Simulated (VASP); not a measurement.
# Ti3O: single point with PBEsol

Ti3O:

```xyz
8
Lattice="4.8857 0.0000 0.0000 -2.4429 4.2312 0.0000 0.0000 0.0000 4.7402" Properties=species:S:1:pos:R:3 pbc="T T T"
Ti   -1.6263    2.8168    3.5551
Ti   -0.8166    1.4144    1.1850
Ti    3.2525    0.0000    3.5551
Ti    1.6263    2.8168    1.1850
Ti    0.8166    1.4144    3.5551
Ti    1.6332    0.0000    1.1850
O     0.0000    0.0000    2.3701
O     0.0000    0.0000    0.0000
```

This cell differs from its parent crystal: volume scaled by 0.91, then relaxed in part.

```yaml
Program: VASP 6.6.1
Task: single point
Functional: PBEsol
Potentials_or_basis: VASP PAW PBE potentials, release 64 (Ti_sv, O)
Cutoff: 520 eV
k_mesh: 12 × 12 × 8
Occupations: gaussian, width 0.1 eV
Spin: no spin polarisation
Dipole_correction: no
Further_INCAR_settings: ALGO = Normal; EDIFF = 1e-06; NBANDS = 52
```

| Item | Value |
| --- | --- |
| Pressure | 17.6 GPa |
| Largest force | 0.074 eV/Å |
| Band gap on the k mesh | zero (band 42 reaches 10.70 eV, above the bottom of band 43 at 9.97 eV) |

Forces on the atoms (eV/Å):
```
Ti   0.037 -0.064  0.000
Ti  -0.037  0.064  0.000
Ti  -0.074  0.000  0.000
Ti  -0.037 -0.064  0.000
Ti   0.037  0.064  0.000
Ti   0.074  0.000  0.000
O    0.000  0.000  0.000
O    0.000  0.000  0.000
```

Stress tensor (GPa, compression positive):
```
17.54  0.00  0.00
 0.00 17.54  0.00
 0.00  0.00 17.74
```

Levels at points of the mesh, in eV from the Fermi level:
```
           k point  band 38  band 39  band 40  band 41  band 42  band 43  band 44  band 45  band 46  band 47
(0.00, 0.00, 0.00)    -1.27    -0.80    -0.76    -0.76    -0.22    -0.22    -0.01     0.86     0.86     1.26
(0.50, 0.00, 0.00)    -1.56    -1.56    -0.88    -0.80     0.23     0.32     0.74     0.76     0.87     1.06
(0.00, 0.00, 0.50)    -0.96    -0.96    -0.96    -0.33    -0.33    -0.04    -0.04    -0.04    -0.04     1.46
(0.50, 0.00, 0.50)    -1.31    -0.92    -0.92    -0.84    -0.84     0.12     0.12     0.40     0.40     1.10
```

Run time: 5.3 min on 1 thread of Intel(R) Xeon(R) 6975P-C (Granite Rapids), with other jobs on the host, peak memory 0.43 GiB.

Caveat: the PAW data sets were made with another functional, which shifts forces and pressure a little.
